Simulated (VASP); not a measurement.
# Sb (Im-3m) in VASP: further runs

Runs on Sb. Level: PBE. Tasks: relaxation of cell and atoms.

Program: VASP 6.6.1. These are calculated values, not measurements. Logs are shortened: lines on timing, memory, paths and dates and some standing lists are left out, and cuts for length are marked.

### Step 1. The cell of the first run

It takes space group Im-3m (No. 229, cubic). Conventional cell: a = 2.852 Å, b = 2.852 Å, c = 2.852 Å, α = 90.00°, β = 90.00°, γ = 90.00°. Sb (site symmetry m-3m) has 14 Sb at 2.47 to 2.85 Å within 3.3 Å.

This isn't the form of Sb at room conditions, which is rhombohedral.

### Step 2. Relaxation of cell and atoms, PBE, target pressure 370 GPa, at which the enthalpy is minimised

File INCAR:

```
SYSTEM = Sb
PREC = Accurate
ENCUT = 600
EDIFF = 1E-6
ISMEAR = -1
SIGMA = 0.1
LREAL = .FALSE.
LASPH = .TRUE.
NELM = 80
ALGO = Normal
ISIF = 3
LWAVE = .FALSE.
LCHARG = .FALSE.
GGA = PE
IBRION = 2
NSW = 60
EDIFFG = -0.005
PSTRESS = 3700.0
```

File KPOINTS:

```
regular mesh
0
G
  19 19 19
  0 0 0
```

File POSCAR:

```
Sb
1.0
   -1.4260623576      1.4260623576      1.4260623576
    1.4260623576     -1.4260623576      1.4260623576
    1.4260623576      1.4260623576     -1.4260623576
Sb
1
Direct
    0.0000000000      0.0000000000      0.0000000000
```

Potentials or basis: VASP PAW PBE potentials, release 64 (Sb).

The run is started by

```
> cat potpaw_PBE.64/Sb/POTCAR > POTCAR
> mpirun -np 1 vasp_std > vasp.out
```

OUTCAR:

```text
SYSTEM = Sb
   PREC = Accurate
   ENCUT = 600
   EDIFF = 1E-6
   ISMEAR = -1
   LREAL = .FALSE.
   LASPH = .TRUE.
   NELM = 80
   ISIF = 3
   GGA = PE
   IBRION = 2
   NSW = 60
   EDIFFG = -0.005
   PSTRESS = 3700.0

 ion  position               nearest neighbor table
   1  0.000  0.000  0.000-

  LATTYP: Found a body centered cubic cell.
 ALAT       =     2.8521247152

  Lattice vectors:

 A1 = (  -1.4260623576,   1.4260623576,   1.4260623576)
 A2 = (   1.4260623576,  -1.4260623576,   1.4260623576)
 A3 = (   1.4260623576,   1.4260623576,  -1.4260623576)

Analysis of symmetry for initial positions (statically):
=====================================================================
 Subroutine PRICEL returns:
 Original cell was already a primitive cell.

 Routine SETGRP: Setting up the symmetry group for a
 body centered cubic supercell.

 Subroutine GETGRP returns: Found 48 space group operations
 (whereof 48 operations were pure point group operations)
 out of a pool of 48 trial point group operations.

The static configuration has the point symmetry O_h .

Analysis of symmetry for dynamics (positions and initial velocities):
=====================================================================
 Subroutine PRICEL returns:
 Original cell was already a primitive cell.

 Routine SETGRP: Setting up the symmetry group for a
 body centered cubic supercell.

 Subroutine GETGRP returns: Found 48 space group operations
 (whereof 48 operations were pure point group operations)
 out of a pool of 48 trial point group operations.

The dynamic configuration has the point symmetry O_h .

 Subroutine INISYM returns: Found 48 space group operations
 (whereof 48 operations are pure point group operations),
 and found     1 'primitive' translations

----------------------------------------------------------------------------------------

                                     Primitive cell

  volume of cell :      11.6005

  direct lattice vectors                    reciprocal lattice vectors
    -1.426062358  1.426062358  1.426062358     0.000000000  0.350615804  0.350615804
     1.426062358 -1.426062358  1.426062358     0.350615804  0.000000000  0.350615804
     1.426062358  1.426062358 -1.426062358     0.350615804  0.350615804  0.000000000

  length of vectors
     2.470012458  2.470012458  2.470012458     0.495845625  0.495845625  0.495845625

  position of ions in fractional coordinates (direct lattice)
     0.000000000  0.000000000  0.000000000

  ion indices of the primitive-cell ions
   primitive index   ion index
                 1           1

----------------------------------------------------------------------------------------

 KPOINTS: regular mesh

Automatic generation of k-mesh.
 Grid dimensions read from file:
 generate k-points for:   19   19   19

 Generating k-lattice:

  Cartesian coordinates                     Fractional coordinates (reciprocal lattice)
     0.000000000  0.018453463  0.018453463     0.052631579  0.000000000  0.000000000
     0.018453463  0.000000000  0.018453463     0.000000000  0.052631579  0.000000000
     0.018453463  0.018453463  0.000000000     0.000000000  0.000000000  0.052631579

  Length of vectors
     0.026097138  0.026097138  0.026097138

  Shift w.r.t. Gamma in fractional coordinates (k-lattice)
     0.000000000  0.000000000  0.000000000

 Subroutine IBZKPT returns following result:
 ===========================================

 Found    220 irreducible k-points:

 Following reciprocal coordinates:
            Coordinates               Weight
  0.000000  0.000000  0.000000      1.000000
  0.052632  0.000000  0.000000     12.000000
  0.105263  0.000000  0.000000     12.000000
  0.157895  0.000000  0.000000     12.000000
  0.210526  0.000000  0.000000     12.000000
  0.263158  0.000000  0.000000     12.000000
[... 16 lines left out ...]
  0.263158  0.105263  0.000000     48.000000
  0.315789  0.105263  0.000000     48.000000
 [... further k-points ...]
   k-points           NKPTS =    220   k-points in BZ     NKDIM =    220   number of bands    NBANDS=      6
   number of dos      NEDOS =    301   number of ions     NIONS =      1
   total plane-waves  NPLWV =   8000
   dimension x,y,z NGX =    20 NGY =   20 NGZ =   20
   dimension x,y,z NGXF=    40 NGYF=   40 NGZF=   40
   ions per type =               1
   NGX,Y,Z   is equivalent  to a cutoff of  13.46, 13.46, 13.46 a.u.
   NGXF,Y,Z  is equivalent  to a cutoff of  26.92, 26.92, 26.92 a.u.
 SYSTEM =  Sb
   PREC   = accura    normal or accurate (medium, high low for compatibility)
   ISTART =      0    job   : 0-new  1-cont  2-samecut
   ICHARG =      2    charge: 1-file 2-atom 10-const
   ISPIN  =      1    spin polarized calculation?
   LNONCOLLINEAR =      F non collinear calculations
   LSORBIT =      F    spin-orbit coupling
   LASPH  =      T    aspherical Exc in radial PAW
   ENCUT  =  600.0 eV  44.10 Ry    6.64 a.u.   4.93  4.93  4.93*2*pi/ulx,y,z
   NELM   =     80;   NELMIN=  2; NELMDL= -5     # of ELM steps
   EDIFF  = 0.1E-05   stopping-criterion for ELM
   LREAL  =      F    real-space projection
   EDIFFG = -.5E-02   stopping-criterion for IOM
   NSW    =     60    number of steps for IOM
   IBRION =      2    ionic relax: 0-MD 1-quasi-New 2-CG
   NFREE  =      1    steps in history (QN), initial steepest desc. (CG)
   ISIF   =      3    stress and relaxation
   ISYM   =      2    0-nonsym 1-usesym 2-fastsym
   POTIM  = 0.5000    time-step for ionic-motion
   TEBEG  =    0.0;   TEEND  =   0.0 temperature during run
   PSTRESS= 3700.0 pullay stress
   NELECT =       5.0000    total number of electrons
   NUPDOWN=      -1.0000    fix difference up-down
   EMIN   =  10.00;   EMAX   =-10.00  energy-range for DOS
   EFERMI =   0.00;   METHOD = LEGACY
   ISMEAR =    -1;   SIGMA  =   0.10  broadening in eV -4-tet -1-fermi 0-gaus
   EFERMI_NEDOS =   21; number of points for ismear=-14 and -15
   IALGO  =     38    algorithm
   IMIX   =      4    mixing-type and parameters
     AMIX     =   0.40;   BMIX     =  1.00
     AMIX_MAG =   1.60;   BMIX_MAG =  1.00
  volume/ion in A,a.u.               =      11.60        78.28
  Fermi-wavevector in a.u.,A,eV,Ry     =   1.236630  2.336891 20.806748  1.529253
  Thomas-Fermi vector in A             =   2.371230
   LORBIT       =      0    0 simple, 1 ext, 2 COOP (PROOUT), +10 PAW based schemes
   GGA     = PE    functional components
   LHFCALC =     F    Hartree Fock is set to
   AEXX    =    0.0000 exact exchange contribution
   IVDW    =     0    specifies the selected vdW correction
   LEPSILON=     F    determine dielectric tensor
   LRPA    =     F    only Hartree local field effects (RPA)
 conjugate gradient relaxation of ions
 non-spin polarized calculation
  energy-cutoff  :      600.00
  volume of cell :       11.60
 maximum number of plane-waves:       402
   NGX =  9   NGY =  9   NGZ =  9

--------------------------------------- Ionic step        1  -------------------------------------------

 number of electron       4.9999999 magnetization

 Free energy of the ion-electron system (eV)
  ---------------------------------------------------
  ext. energy  EPLUGINS =         0.00000000
  ---------------------------------------------------
  free energy    TOTEN  =         4.28831095 eV

  energy without entropy =        4.29668815  energy(sigma->0) =        4.29249955

------------------------ aborting loop because EDIFF is reached ----------------------------------------

  FORCE on cell =-STRESS in cart. coord.  units (eV):
  Direction    XX          YY          ZZ          XY          YZ          ZX
  --------------------------------------------------------------------------------------
  -------------------------------------------------------------------------------------
  Total       27.5159383     27.5159383     27.5159383      0.0000000      0.0000000     -0.0000000
  in kB     3800.3130206   3800.3130206   3800.3130206      0.0000000      0.0000000     -0.0000000
  external PRESSURE =     100.3130206 kB  Pullay stress =    3700.0000000 kB
[... 96 lines left out ...]
  enthalpy is  TOTEN    =        31.0752592091 eV   P V=       27.0027815790

--------------------------------------- Ionic step        4  -------------------------------------------

 number of electron       4.9999999 magnetization

 Free energy of the ion-electron system (eV)
  ---------------------------------------------------
  ext. energy  EPLUGINS =         0.00000000
  ---------------------------------------------------
  free energy    TOTEN  =         4.08384074 eV

  energy without entropy =        4.09226045  energy(sigma->0) =        4.08805060

 E-fermi :  25.1280     XC(G=0): -14.2877

 val. band max:       25.1126651789   @ k =   0.3684   0.1053   0.1053
 cond. band min:      25.1293495692   @ k =  -0.2105   0.3158   0.0526
 fundamental gap:      0.0166843903
 Fermi energy:        25.1279956430

 k-point     1 :       0.0000    0.0000    0.0000
  band No.  band energies     occupation
      1       1.6512      2.00000
      2      35.3130      0.00000
      3      35.3130      0.00000
      4      35.3130      0.00000
      5      39.0575      0.00000
      6      39.0575      0.00000

 k-point     2 :       0.0526    0.0000    0.0000
  band No.  band energies     occupation
      1       1.7671      2.00000
      2      34.6033      0.00000
      3      35.1793      0.00000
      4      35.1964      0.00000
      5      38.2387      0.00000
      6      38.4417      0.00000
[... 190 lines left out ...]
 k-point    24 :       0.3158    0.1053    0.0000
  band No.  band energies     occupation
      1       7.8102      2.00000
      2      19.1847      2.00000
      3      26.8250      0.00000
      4      29.8250      0.00000
      5      34.7761      0.00000
      6      38.1458      0.00000

 [... further k-points ...]

------------------------ aborting loop because EDIFF is reached ----------------------------------------

  FORCE on cell =-STRESS in cart. coord.  units (eV):
  Direction    XX          YY          ZZ          XY          YZ          ZX
  --------------------------------------------------------------------------------------
  -------------------------------------------------------------------------------------
  Total       26.9902342     26.9902342     26.9902342      0.0000000      0.0000000      0.0000000
  in kB     3699.8389477   3699.8389477   3699.8389477      0.0000000      0.0000000      0.0000000
  external PRESSURE =      -0.1610523 kB  Pullay stress =    3700.0000000 kB
[... 16 lines left out ...]
  FREE ENERGIE OF THE ION-ELECTRON SYSTEM (eV)
  ---------------------------------------------------
  free  energy   TOTEN  =         4.0838407391 eV

  energy  without entropy=        4.0922604528  energy(sigma->0) =        4.08805060

  enthalpy is  TOTEN    =        31.0752497852 eV   P V=       26.9914090460

 reached required accuracy - stopping structural energy minimisation
```

Wall time 40 s (1 thread of Intel Xeon Platinum 8375C at 2.90GHz (Ice Lake), shared host); peak memory 0.15 GiB.

Results:

```
Free energy                                                : 4.0838 eV
Relaxed volume                                             : 11.69 Å³/atom
Relaxed cell                                               : a = 2.476 Å, b = 2.476 Å, c = 2.476 Å, α = 109.47°, β = 109.47°, γ = 109.47°
Space group after relaxing (to 0.1 Å)                      : Im-3m (No. 229)
Energy change on relaxing (the run minimises the enthalpy) : -204.5 meV/atom
Ionic steps                                                : 4
Pressure after relaxing                                    : 370.0 GPa
Band gap on the k mesh                                     : zero (an odd number of electrons rules out a gap without spin polarisation)
```

Step by step:
```csv
step,energy change (eV),largest force (eV/Å),pressure (GPa),volume (Å³)
1,0.0000,0.0000,380.03,11.60
2,-2.4903,0.0000,260.60,12.86
3,-0.2158,0.0000,369.44,11.69
4,-0.2045,0.0000,369.98,11.69
```

Final structure:
```yaml
crystal:
  lattice:
    - [-1.42963, 1.42963, 1.42963]
    - [1.42963, -1.42963, 1.42963]
    - [1.42963, 1.42963, -1.42963]
  atoms:
    - { symbol: Sb, position: [0.00000, 0.00000, 0.00000] }
```

Caveat: the cell is relaxed towards a set pressure, so the run minimises the enthalpy, not the energy; spin-orbit coupling is left out, which moves the levels of the heavy elements.

(Continued in part 2 of 2.)
